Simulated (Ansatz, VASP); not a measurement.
**Two plane-wave programs on BAs**

```
B As
1.0
     0.00000    2.57958    2.48404
     2.57958    0.00000    2.48404
     2.57958    2.57958    0.00000
B As
1 1
Direct
  0.00000 0.00000 0.00000
  0.75000 0.75000 0.75000
```

Change from the starting cell: strain +0.080 along x and y, +0.040 along z, atoms carried along.

Alike in both runs: task single point; functional PBE; k mesh 10 × 10 × 10; occupations gaussian, width 0.05 eV; no spin polarisation.

|  | VASP | Ansatz |
| --- | --- | --- |
| version | VASP 6.6.1 | Ansatz 0.2.0 |
| potentials or method | VASP PAW PBE potentials, release 64 (B, As), cutoff 520 eV | scalar-relativistic, plane waves, PAW |
| valence electrons in the cell | 8 | 18 |

VASP gave:

| Item | Value |
| --- | --- |
| gap on the k mesh at the Fermi level (eV) | 0.87 |
| least direct gap on the mesh (eV) | 2.18 |
| pressure (GPa) | -15.5 |
| traceless stress, the component that is largest in VASP (GPa) | 4.03 |

Problem. Estimate Ansatz's values.

Solution. gap on the k mesh at the Fermi level (eV): 0.87; least direct gap on the mesh (eV): 2.17; pressure (GPa): -15.7; traceless stress, the component that is largest in VASP (GPa): 4.04.

With one functional, cell and mesh, what is left measures potentials, basis and numerics. VASP's potentials hold 8 valence electrons a cell and Ansatz's 18, so a difference there can come from the potentials and not from the codes.
